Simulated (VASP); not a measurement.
Set up this calculation in VASP 6.6.1, as the native input.

| Quantity | Value |
| --- | --- |
| Task | relaxation of cell and atoms |
| Functional | PBEsol |
| Potentials or basis | VASP PAW PBE potentials, release 64 (Ni) |
| Cutoff | 600 eV |
| k mesh | 22 × 22 × 22 |
| Occupations | gaussian, width 0.1 eV |
| Spin | collinear spin, ferromagnetic start |
| Starting moments | [0.5] μB |
| Dipole correction | no |
| Further INCAR settings | ALGO = Normal; EDIFF = 1e-07; IBRION = 2; EDIFFG = -0.005; NSW = 100; ISIF = 3 |

The structure of Ni lies in POSCAR:

```
Ni
1.0
   -1.3837154700      1.3837154700      1.3837154700
    1.3837154700     -1.3837154700      1.3837154700
    1.3837154700      1.3837154700     -1.3837154700
Ni
1
Direct
    0.0000000000      0.0000000000      0.0000000000
```

This isn't the form of Ni at room conditions, which is fcc.

One way to write it, as run:

INCAR

```
SYSTEM = Ni
ALGO     = Normal         ! electronic algorithm
EDIFF    = 1E-7           ! SCF threshold, eV
EDIFFG   = -0.005         ! ionic threshold
ENCUT    = 600            ! plane-wave cutoff, eV
GGA      = PS             ! functional
IBRION   = 2              ! ionic algorithm
ISIF     = 3              ! what is computed and relaxed
ISMEAR   = 0              ! smearing method
ISPIN    = 2              ! spin polarisation
LASPH    = .True.         ! aspherical terms in the spheres
LCHARG   = .False.        ! write CHGCAR
LMAXMIX  = 4              ! l up to which the mixer works
LORBIT   = 11             ! projections on sites
LREAL    = .False.        ! projectors in reciprocal space
LWAVE    = .False.        ! write WAVECAR
MAGMOM   = 0.5            ! initial moments
NELM     = 150            ! most SCF steps
NSW      = 100            ! ionic steps
PREC     = Accurate       ! precision mode
SIGMA    = 0.1            ! smearing width, eV
```

KPOINTS

```
k-points
0
Gamma
  22 22 22
  0 0 0
```

Potentials or basis: VASP PAW PBE potentials, release 64 (Ni).

Command:

```console
$ cat potpaw_PBE.64/Ni/POTCAR > POTCAR
$ mpirun -np 1 vasp_std > vasp.out
```

It gave:

The relaxed volume is 10.45 Å³/atom and the relaxed cell is a = 2.385 Å, b = 2.385 Å, c = 2.385 Å, α = 109.47°, β = 109.47°, γ = 109.47°. The space group after relaxing (to 0.1 Å) is Im-3m (No. 229), the energy gained by relaxing is 1.4 meV/atom and the ionic steps are 3. The pressure after relaxing is 0.0 GPa, the net moment is 0.51 μB per cell and the site moments are Ni +0.52 μB. The valence electrons inside the program's atomic spheres are Ni 9.39.

Caveat: the PAW data sets were made with another functional, which shifts forces and pressure a little.

It took 2.7 min on 1 thread of Intel(R) Xeon(R) Platinum 8259CL CPU @ 2.50GHz (Skylake/Cascade Lake), on a shared host, peak memory 0.19 GiB.
